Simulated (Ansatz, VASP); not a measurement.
## One calculation of Si, two programs

```
Si
1.0
     0.00000    2.73239    2.73239
     2.73239    0.00000    2.73239
     2.73239    2.73239    0.00000
Si
2
Direct
  0.00000 0.00000 0.00000
  0.25000 0.25000 0.25000
```

Alike in both runs: task relaxation of cell and atoms; functional PBE; k mesh 8 × 8 × 8; occupations gaussian, width 0.02 eV; no spin polarisation.

|  | VASP | Ansatz |
| --- | --- | --- |
| version | VASP 6.6.1 | Ansatz 0.2.0 |
| potentials or method | VASP PAW PBE potentials, release 64 (Si), cutoff 600 eV | scalar-relativistic, plane waves, PAW |
| valence electrons in the cell | 8 | 8 |

|  | VASP | Ansatz | Ansatz less VASP |
| --- | --- | --- | --- |
| gap on the k mesh at the Fermi level, each at its own relaxed structure (eV) | 0.65 | 0.65 | -0.002 |
| relaxed volume (Å³/atom) | 20.44 | 20.45 | +0.003 |
| relaxed cell length with the largest relative difference (Å) | 3.867 | 3.867 | +0.0002 |
